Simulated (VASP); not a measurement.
# MnS (P6_3mc) in VASP: single point with PBEsol

Aim: the single point of MnS with PBEsol.

Program: VASP 6.6.1. These are calculated values, not measurements. Logs are shortened: lines on timing, memory, paths and dates and some standing lists are left out, and cuts for length are marked.

### 1 The cell of the first run

The structure is hexagonal, space group P6_3mc (No. 186). The conventional cell has a = 3.976 Å, b = 3.976 Å, c = 6.432 Å, α = 90.00°, β = 90.00°, γ = 120.00°. Mn (site symmetry 3m) has 4 S at 2.41 to 2.48 Å within 3.2 Å. Within 3.2 Å of S (site symmetry 3m) lie 4 Mn at 2.41 to 2.48 Å.

### 2 Single point, PBEsol, collinear spin, ferromagnetic start

The input, INCAR:

```
SYSTEM = MnS
PREC     = Accurate       ! precision mode
ENCUT    = 520            ! plane-wave cutoff, eV
EDIFF    = 1E-6           ! SCF threshold, eV
ISMEAR   = 0              ! smearing method
SIGMA    = 0.05           ! smearing width, eV
LREAL    = .FALSE.        ! projectors in reciprocal space
LASPH    = .TRUE.         ! aspherical terms in the spheres
NELM     = 150            ! most SCF steps
ALGO     = Normal         ! electronic algorithm
ISIF     = 2              ! what is computed and relaxed
LWAVE    = .FALSE.        ! write WAVECAR
LCHARG   = .FALSE.        ! write CHGCAR
ISPIN    = 2              ! spin polarisation
MAGMOM   = 4 4 0 0        ! initial moments
LORBIT   = 11             ! projections on sites
LMAXMIX  = 4              ! l up to which the mixer works
GGA      = PS             ! functional
NBANDS   = 31             ! bands
```

The input, KPOINTS:

```
regular mesh
0
G
  9 9 6
  0 0 0
```

The input, POSCAR:

```
MnS
1.0
    3.9760000000      0.0000000000      0.0000000000
   -1.9880000000      3.4433170054      0.0000000000
    0.0000000000      0.0000000000      6.4320000000
Mn S
2 2
Direct
    0.3333333333      0.6666666667      0.0000000000
    0.6666666667      0.3333333333      0.5000000000
    0.3333333333      0.6666666667      0.3850000000
    0.6666666667      0.3333333333      0.8850000000
```

Potentials or basis: VASP PAW PBE potentials, release 64 (Mn_pv, S).

Command:

```console
> cat potpaw_PBE.64/Mn_pv/POTCAR potpaw_PBE.64/S/POTCAR > POTCAR
> mpirun -np 1 vasp_std > vasp.out
```

OUTCAR:

```text
SYSTEM = MnS
   PREC = Accurate
   ENCUT = 520
   EDIFF = 1E-6
   ISMEAR = 0
   LREAL = .FALSE.
   LASPH = .TRUE.
   NELM = 150
   ISIF = 2
   ISPIN = 2
   LORBIT = 11
   GGA = PS

 ion  position               nearest neighbor table
   1  0.333  0.667  0.000-   4 2.41   4 2.41   4 2.41   3 2.48
   2  0.667  0.333  0.500-   3 2.41   3 2.41   3 2.41   4 2.48
   3  0.333  0.667  0.385-   2 2.41   2 2.41   2 2.41   1 2.48
   4  0.667  0.333  0.885-   1 2.41   1 2.41   1 2.41   2 2.48

  LATTYP: Found a hexagonal cell.
 ALAT       =     3.9760000000
 C/A-ratio  =     1.6177062374

  Lattice vectors:

 A1 = (   3.9760000000,   0.0000000000,   0.0000000000)
 A2 = (  -1.9880000000,   3.4433170054,   0.0000000000)
 A3 = (   0.0000000000,   0.0000000000,   6.4320000000)

Analysis of symmetry for initial positions (statically):
=====================================================================
 Subroutine PRICEL returns:
 Original cell was already a primitive cell.

 Routine SETGRP: Setting up the symmetry group for a
 hexagonal supercell.

 Subroutine GETGRP returns: Found 12 space group operations
 (whereof  6 operations were pure point group operations)
 out of a pool of 24 trial point group operations.

The static configuration has the point symmetry C_3v.
 The point group associated with its full space group is C_6v.

Analysis of symmetry for dynamics (positions and initial velocities):
=====================================================================
 Subroutine PRICEL returns:
 Original cell was already a primitive cell.

 Routine SETGRP: Setting up the symmetry group for a
 hexagonal supercell.

 Subroutine GETGRP returns: Found 12 space group operations
 (whereof  6 operations were pure point group operations)
 out of a pool of 24 trial point group operations.

The dynamic configuration has the point symmetry C_3v.
 The point group associated with its full space group is C_6v.

Analysis of structural, dynamic, and magnetic symmetry:
=====================================================================
 Subroutine PRICEL returns:
 Original cell was already a primitive cell.

 Routine SETGRP: Setting up the symmetry group for a
 hexagonal supercell.

 Subroutine GETGRP returns: Found 12 space group operations
 (whereof  6 operations were pure point group operations)
 out of a pool of 24 trial point group operations.

The overall configuration has the point symmetry C_3v.
 The point group associated with its full space group is C_6v.

 Subroutine INISYM returns: Found 12 space group operations
 (whereof  6 operations are pure point group operations),
 and found     1 'primitive' translations

----------------------------------------------------------------------------------------

                                     Primitive cell

  volume of cell :      88.0581

  direct lattice vectors                    reciprocal lattice vectors
     3.976000000  0.000000000  0.000000000     0.251509054  0.145208820  0.000000000
    -1.988000000  3.443317005  0.000000000     0.000000000  0.290417640  0.000000000
     0.000000000  0.000000000  6.432000000     0.000000000  0.000000000  0.155472637

  length of vectors
     3.976000000  3.976000000  6.432000000     0.290417640  0.290417640  0.155472637

  position of ions in fractional coordinates (direct lattice)
     0.333333333  0.666666667  0.000000000
     0.666666667  0.333333333  0.500000000
     0.333333333  0.666666667  0.385000000
     0.666666667  0.333333333  0.885000000

  ion indices of the primitive-cell ions
   primitive index   ion index
                 1           1
                 2           2
                 3           3
                 4           4

----------------------------------------------------------------------------------------

 KPOINTS: regular mesh

Automatic generation of k-mesh.
 Grid dimensions read from file:
 generate k-points for:    9    9    6

 Generating k-lattice:

  Cartesian coordinates                     Fractional coordinates (reciprocal lattice)
     0.027945450  0.016134313  0.000000000     0.111111111  0.000000000  0.000000000
     0.000000000  0.032268627  0.000000000     0.000000000  0.111111111  0.000000000
     0.000000000  0.000000000  0.025912106     0.000000000  0.000000000  0.166666667

  Length of vectors
     0.032268627  0.032268627  0.025912106

  Shift w.r.t. Gamma in fractional coordinates (k-lattice)
     0.000000000  0.000000000  0.000000000

 Subroutine IBZKPT returns following result:
 ===========================================

 Found     48 irreducible k-points:

 Following reciprocal coordinates:
            Coordinates               Weight
  0.000000  0.000000  0.000000      1.000000
  0.111111 -0.000000  0.000000      6.000000
  0.222222  0.000000  0.000000      6.000000
  0.333333  0.000000  0.000000      6.000000
  0.444444  0.000000  0.000000      6.000000
  0.111111  0.111111  0.000000      6.000000
[... 16 lines left out ...]
  0.333333  0.222222  0.166667     24.000000
  0.333333  0.333333  0.166667      4.000000
 [... further k-points ...]
   k-points           NKPTS =     48   k-points in BZ     NKDIM =     48   number of bands    NBANDS=     31
   number of dos      NEDOS =    301   number of ions     NIONS =      4
   total plane-waves  NPLWV =  43200
   dimension x,y,z NGX =    30 NGY =   30 NGZ =   48
   dimension x,y,z NGXF=    60 NGYF=   60 NGZF=   96
   ions per type =               2   2
   NGX,Y,Z   is equivalent  to a cutoff of  12.54, 12.54, 12.41 a.u.
   NGXF,Y,Z  is equivalent  to a cutoff of  25.09, 25.09, 24.81 a.u.
 SYSTEM =  MnS
   PREC   = accura    normal or accurate (medium, high low for compatibility)
   ISTART =      0    job   : 0-new  1-cont  2-samecut
   ICHARG =      2    charge: 1-file 2-atom 10-const
   ISPIN  =      2    spin polarized calculation?
   LNONCOLLINEAR =      F non collinear calculations
   LSORBIT =      F    spin-orbit coupling
   LASPH  =      T    aspherical Exc in radial PAW
   ENCUT  =  520.0 eV  38.22 Ry    6.18 a.u.   7.39  7.39 11.96*2*pi/ulx,y,z
   NELM   =    150;   NELMIN=  2; NELMDL= -5     # of ELM steps
   EDIFF  = 0.1E-05   stopping-criterion for ELM
   LREAL  =      F    real-space projection
   EDIFFG = 0.1E-04   stopping-criterion for IOM
   NSW    =      0    number of steps for IOM
   IBRION =     -1    ionic relax: 0-MD 1-quasi-New 2-CG
   NFREE  =      0    steps in history (QN), initial steepest desc. (CG)
   ISIF   =      2    stress and relaxation
   ISYM   =      2    0-nonsym 1-usesym 2-fastsym
   POTIM  = 0.5000    time-step for ionic-motion
   TEBEG  =    0.0;   TEEND  =   0.0 temperature during run
   PSTRESS=    0.0 pullay stress
   NELECT =      38.0000    total number of electrons
   NUPDOWN=      -1.0000    fix difference up-down
   EMIN   =  10.00;   EMAX   =-10.00  energy-range for DOS
   EFERMI =   0.00;   METHOD = LEGACY
   ISMEAR =     0;   SIGMA  =   0.05  broadening in eV -4-tet -1-fermi 0-gaus
   EFERMI_NEDOS =   21; number of points for ismear=-14 and -15
   IALGO  =     38    algorithm
   IMIX   =      4    mixing-type and parameters
     AMIX     =   0.40;   BMIX     =  1.00
     AMIX_MAG =   1.60;   BMIX_MAG =  1.00
  volume/ion in A,a.u.               =      22.01       148.56
  Fermi-wavevector in a.u.,A,eV,Ry     =   1.237123  2.337824 20.823355  1.530473
  Thomas-Fermi vector in A             =   2.371703
   LORBIT       =     11    0 simple, 1 ext, 2 COOP (PROOUT), +10 PAW based schemes
   GGA     = PS    functional components
   LHFCALC =     F    Hartree Fock is set to
   AEXX    =    0.0000 exact exchange contribution
   IVDW    =     0    specifies the selected vdW correction
   LEPSILON=     F    determine dielectric tensor
   LRPA    =     F    only Hartree local field effects (RPA)
 spin polarized calculation
 Gauss-broadening in eV      SIGMA  =   0.05
  energy-cutoff  :      520.00
  volume of cell :       88.06
 maximum number of plane-waves:      2418
 NGX is ok and might be reduce to    30
   NGX = 15   NGY = 15   NGZ = 23

 number of electron      37.9999996 magnetization      10.1089988

 number of electron      37.9999996 magnetization       9.9172704

 Free energy of the ion-electron system (eV)
  ---------------------------------------------------
  ext. energy  EPLUGINS =         0.00000000
  ---------------------------------------------------
  free energy    TOTEN  =       -29.52038577 eV

  energy without entropy =      -29.51876941  energy(sigma->0) =      -29.51957759

 E-fermi :   4.4479     XC(G=0):  -9.4900

 val. band max:        4.4408540884   @ k =   0.3333   0.1111   0.0000
 cond. band min:       4.4586914349   @ k =   0.1111  -0.0000   0.1667
 fundamental gap:      0.0178373465
 Fermi energy:         4.4478651935

 spin component 1

 k-point     1 :       0.0000    0.0000    0.0000
  band No.  band energies     occupation
      1     -46.2322      1.00000
      2     -46.2289      1.00000
      3     -46.2283      1.00000
      4     -46.2283      1.00000
      5     -46.2277      1.00000
      6     -46.2277      1.00000
[... 23 lines left out ...]
     30      11.2065      0.00000
     31      11.2492      0.00000

 k-point     2 :       0.1111   -0.0000    0.0000
  band No.  band energies     occupation
      1     -46.2321      1.00000
      2     -46.2290      1.00000
      3     -46.2286      1.00000
      4     -46.2284      1.00000
      5     -46.2280      1.00000
      6     -46.2278      1.00000
[... 740 lines left out ...]
 k-point    24 :       0.3333    0.3333    0.1667
  band No.  band energies     occupation
      1     -46.2307      1.00000
      2     -46.2307      1.00000
      3     -46.2299      1.00000
      4     -46.2296      1.00000
      5     -46.2296      1.00000
      6     -46.2292      1.00000
[... 23 lines left out ...]
     30      10.7994      0.00000
     31      12.8868      0.00000

 [... further k-points ...]

 spin component 2

 k-point     1 :       0.0000    0.0000    0.0000
  band No.  band energies     occupation
      1     -41.6809      1.00000
      2     -41.6809      1.00000
      3     -41.6801      1.00000
      4     -41.6801      1.00000
      5     -41.6756      1.00000
      6     -41.6709      1.00000
[... 23 lines left out ...]
     30      12.2359      0.00000
     31      12.2789      0.00000

 k-point     2 :       0.1111   -0.0000    0.0000
  band No.  band energies     occupation
      1     -41.6813      1.00000
      2     -41.6810      1.00000
      3     -41.6805      1.00000
      4     -41.6802      1.00000
      5     -41.6754      1.00000
      6     -41.6710      1.00000
[... 740 lines left out ...]
 k-point    24 :       0.3333    0.3333    0.1667
  band No.  band energies     occupation
      1     -41.6835      1.00000
      2     -41.6835      1.00000
      3     -41.6832      1.00000
      4     -41.6821      1.00000
      5     -41.6728      1.00000
      6     -41.6728      1.00000
[... 23 lines left out ...]
     30      11.9329      0.00000
     31      13.6340      0.00000

 [... further k-points ...]

------------------------ aborting loop because EDIFF is reached ----------------------------------------

  FORCE on cell =-STRESS in cart. coord.  units (eV):
  Direction    XX          YY          ZZ          XY          YZ          ZX
  --------------------------------------------------------------------------------------
  -------------------------------------------------------------------------------------
  Total       -0.5811332     -0.5811332     -1.5020516     -0.0000000      0.0000000      0.0000000
  in kB      -10.5734535    -10.5734535    -27.3291427     -0.0000000      0.0000000      0.0000000
  external PRESSURE =     -16.1586832 kB  Pullay stress =       0.0000000 kB

 VOLUME and BASIS-vectors are now :
 -----------------------------------------------------------------------------
  energy-cutoff  :      520.00
  volume of cell :       88.06
      direct lattice vectors                 reciprocal lattice vectors
     3.976000000  0.000000000  0.000000000     0.251509054  0.145208820  0.000000000
    -1.988000000  3.443317005  0.000000000     0.000000000  0.290417640  0.000000000
     0.000000000  0.000000000  6.432000000     0.000000000  0.000000000  0.155472637

 POSITION                                       TOTAL-FORCE (eV/Angst)
 -----------------------------------------------------------------------------------
     -0.00000      2.29554      0.00000         0.000000     -0.000000      0.176374
      1.98800      1.14777      3.21600         0.000000      0.000000      0.176374
     -0.00000      2.29554      2.47632         0.000000     -0.000000     -0.176374
      1.98800      1.14777      5.69232        -0.000000      0.000000     -0.176374
 -----------------------------------------------------------------------------------
    total drift:                               -0.000001     -0.000000      0.000173

  FREE ENERGIE OF THE ION-ELECTRON SYSTEM (eV)
  ---------------------------------------------------
  free  energy   TOTEN  =       -29.5203857677 eV

  energy  without entropy=      -29.5187694053  energy(sigma->0) =      -29.51957759

 total charge

# of ion       s       p       d       tot
------------------------------------------
    1        0.263   6.214   4.900  11.377
    2        0.263   6.214   4.900  11.377
    3        1.309   2.425   0.000   3.734
    4        1.309   2.425   0.000   3.734
--------------------------------------------------
tot          3.144  17.279   9.799  30.222

 magnetization (x)

# of ion       s       p       d       tot
------------------------------------------
    1        0.049   0.068   4.222   4.338
    2        0.049   0.068   4.222   4.338
    3        0.011   0.081   0.000   0.092
    4        0.011   0.081   0.000   0.092
--------------------------------------------------
tot          0.119   0.298   8.443   8.861
```

Wall time 6.2 min (1 thread of Intel Xeon 8259CL, shared host); peak memory 0.35 GiB.

What came out:

* Free energy: -29.5204 eV
* Pressure: -1.6 GPa
* Largest force: 0.176 eV/Å
* Net moment: 9.92 μB per cell
* Site moments: Mn +4.34; S +0.09 μB
* Valence electrons inside the program's atomic spheres: Mn 11.38; S 3.73

Forces on the atoms (eV/Å):
```
Mn   0.000  0.000  0.176
Mn   0.000  0.000  0.176
S    0.000  0.000 -0.176
S    0.000  0.000 -0.176
```

Stress tensor (GPa, compression positive):
```
-1.06  0.00  0.00
 0.00 -1.06  0.00
 0.00  0.00 -2.73
```

Caveat: the PAW data sets were made with another functional, which shifts forces and pressure a little; semilocal functionals often make such compounds metallic where correlation or magnetic order opens a gap, which also shifts bond lengths; the run started ferromagnetic, and an antiferromagnetic order may lie lower in energy.
